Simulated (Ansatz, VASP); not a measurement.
Two plane-wave programs on Sb

```
CELL_PARAMETERS angstrom
3.41280 0.00000 0.00000
0.00000 3.41280 0.00000
0.00000 0.00000 2.90720
ATOMIC_POSITIONS crystal
Sb 0.00000 0.00000 0.00000
```

Change from the starting cell: strain +0.080 along x and y, -0.080 along z, atoms carried along.

Alike in both runs: task single point; functional r2SCAN; k mesh 16 × 16 × 16; occupations gaussian, width 0.15 eV; no spin polarisation.

|  | VASP | Ansatz |
| --- | --- | --- |
| version | VASP 6.6.1 | Ansatz 0.2.0 |
| potentials or method | VASP PAW PBE potentials, release 64 (Sb), cutoff 520 eV | scalar-relativistic, plane waves, PAW |
| valence electrons in the cell | 5 | 15 |

|  | VASP | Ansatz | Ansatz less VASP |
| --- | --- | --- | --- |
| gap on the k mesh at the Fermi level (eV) | none | none | - |
| pressure (GPa) | -3.9 | -3.9 | -0.01 |
| traceless stress, the component that is largest in VASP (GPa) | 10.62 | 10.55 | -0.064 |

VASP's potentials were made for PBE, not for r2SCAN. A gap of «none» marks a metal or a gap that the smearing closes. With one functional, cell and mesh, what is left measures potentials, basis and numerics. VASP's potentials hold 5 valence electrons a cell and Ansatz's 15, so a difference there can come from the potentials and not from the codes.

Neither program's run includes spin-orbit coupling.
